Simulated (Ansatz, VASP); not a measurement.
## Lu3Si: VASP beside Ansatz

File INCAR:

```
SYSTEM = Lu3Si
ALGO = Fast
EDIFF = 1E-6
ENCUT = 520
GGA = PE
ISIF = 2
ISMEAR = -1
LASPH = .TRUE.
LCHARG = .TRUE.
LELF = .TRUE.
LREAL = .FALSE.
LVHAR = .TRUE.
LWAVE = .FALSE.
NBANDS = 48
NELM = 80
PREC = Accurate
SIGMA = 0.05
```

Contents of KPOINTS:

```
k-points
0
G
  6 6 6
  0 0 0
```

The input POSCAR:

```
Lu3Si
1.0
    4.6011813665      0.0000000000      0.0000000000
    0.0000000000      4.6011813665      0.0000000000
    0.0000000000      0.0000000000      4.6011813665
Lu Si
3 1
Direct
    0.5000000000      0.5000000000      0.0000000000
    0.5000000000      0.0000000000      0.5000000000
    0.0000000000      0.5000000000      0.5000000000
    0.0000000000      0.0000000000      0.0000000000
```

Contents of input.yaml:

```yaml
crystal:
  lattice:
    - [4.6011813665, 0.0, 0.0]
    - [0.0, 4.6011813665, 0.0]
    - [0.0, 0.0, 4.6011813665]
  atoms:
    - { symbol: Lu, position: [0.5, 0.5, 0.0] }
    - { symbol: Lu, position: [0.5, 0.0, 0.5] }
    - { symbol: Lu, position: [0.0, 0.5, 0.5] }
    - { symbol: Si, position: [0.0, 0.0, 0.0] }
hamiltonian:
  xc: pbe
  pseudopotentials: { kind: paw }
kpoints:
  mp_grid: { grid: [6, 6, 6] }
scf:
  occupations: { method: fermi_dirac, width: 0.05 }
output:
  forces: true
  stress: true
  eigenvalues: true
```

Alike in both runs: task single point; functional PBE; k mesh 6 × 6 × 6; occupations fermi-dirac, width 0.05 eV; no spin polarisation.

|  | VASP | Ansatz |
| --- | --- | --- |
| version | VASP 6.6.1 | Ansatz 0.2.0 |
| potentials or method | VASP PAW PBE potentials, release 64 (Lu, Si) | Ansatz PAW |
| plane-wave cutoff (eV) | 520 | 420 |
| valence electrons in the cell | 79 | 79 |

Ansatz gave:

- gap on the k mesh at the Fermi level (eV): none
- pressure (GPa): -2.9

Task: Which values does VASP return?

Result: gap on the k mesh at the Fermi level (eV): none; pressure (GPa): -2.8.

A gap of «none» marks a metal or a gap that the smearing closes. The functional is the same, so the differences come from potentials, cutoffs and numerics.

Spin-orbit coupling is off throughout.
